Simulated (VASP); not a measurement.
**AlN: single point with PBE**

AlN:

```
Al N
1.0
     0.00000    2.13506    2.18488
     2.13506    0.00000    2.18488
     2.13506    2.13506    0.00000
Al N
1 1
Direct
  0.00000 0.00000 0.00000
  0.25000 0.25000 0.25000
```

This cell differs from its parent crystal: biaxial xy strain -2.3%.

```yaml
Program: VASP 6.6.1
Task: single point
Functional: PBE
Potentials_or_basis: VASP PAW PBE potentials, release 64 (Al, N)
Cutoff: 520 eV
k_mesh: 10 × 10 × 10
Occupations: fermi-dirac, width 0.02 eV
Spin: no spin polarisation
Dipole_correction: no
Further_INCAR_settings: ALGO = Normal; EDIFF = 1e-07; NBANDS = 11
```

The pressure is 14.9 GPa. The band gap on the k mesh is 3.27 eV, indirect (least direct gap 4.56 eV).

Stress tensor (GPa, compression positive):
```
15.96  0.00  0.00
 0.00 15.96  0.00
 0.00  0.00 12.82
```

Levels at points of the mesh, in eV from the valence-band top:
| k point | band 1 | band 2 | band 3 | band 4 | band 5 | band 6 | band 7 | band 8 | band 9 |
| --- | --- | --- | --- | --- | --- | --- | --- | --- | --- |
| (0.00, 0.00, 0.00) | -15.28 | -0.10 | 0.00 | 0.00 | 4.56 | 12.97 | 12.97 | 12.99 | 17.59 |
| (0.50, 0.00, 0.00) | -13.10 | -6.08 | -0.62 | -0.42 | 7.73 | 10.14 | 11.21 | 11.62 | 18.54 |
| (0.50, 0.50, 0.00) | -12.49 | -5.23 | -1.72 | -1.72 | 3.38 | 9.09 | 14.26 | 16.39 | 16.39 |
| (0.50, 0.00, 0.50) | -12.38 | -5.00 | -1.92 | -1.92 | 3.27 | 8.73 | 14.68 | 15.83 | 16.56 |

Wall time 7.7 s on 1 thread of Intel(R) Xeon(R) 6975P-C (Granite Rapids), with other jobs on the host, peak memory 0.14 GiB.

Caveat: the cell differs from its parent crystal (biaxial xy strain -2.3%). A k mesh can miss the band edges.
